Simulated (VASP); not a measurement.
Input of a VASP 6.6.1 run:

File INCAR:

```
SYSTEM = HfO2
ALGO     = Normal         ! electronic algorithm
EDIFF    = 1E-6           ! SCF threshold, eV
ENCUT    = 600            ! plane-wave cutoff, eV
GGA_COMPAT= .FALSE.      
ISIF     = 2              ! what is computed and relaxed
ISMEAR   = -1             ! smearing method
LASPH    = .TRUE.         ! aspherical terms in the spheres
LCHARG   = .TRUE.         ! write CHGCAR
LELF     = .TRUE.         ! ELF
LREAL    = .FALSE.        ! projectors in reciprocal space
LVHAR    = .TRUE.       
LWAVE    = .FALSE.        ! write WAVECAR
NBANDS   = 18             ! bands
NELM     = 120            ! most SCF steps
PREC     = Accurate       ! precision mode
SIGMA    = 0.02           ! smearing width, eV
```

Contents of KPOINTS:

```
k-points
0
G
  10 10 10
  0 0 0
```

File POSCAR:

```
HfO2
1.0
    0.0000000000      2.5008943982      2.5008943982
    2.5008943982      0.0000000000      2.5008943982
    2.5008943982      2.5008943982      0.0000000000
Hf O
1 2
Direct
    0.0000000000      0.0000000000      0.0000000000
    0.2500000000      0.2500000000      0.2500000000
    0.7500000000      0.7500000000      0.7500000000
```

Potentials or basis: VASP PAW LDA potentials, release 64 (Hf_pv, O).

Command:

```console
$ cat potpaw_LDA.64/Hf_pv/POTCAR potpaw_LDA.64/O/POTCAR > POTCAR
$ mpirun -np 1 vasp_std > vasp.out
```

(1) Predict the pressure.

(2) Estimate the band gap on the k mesh.

## Answers

(1) -3.6 GPa.

(2) 3.70 eV.

Caveat: the cell stands under tension; spin-orbit coupling is left out, which moves the levels of the heavy elements.
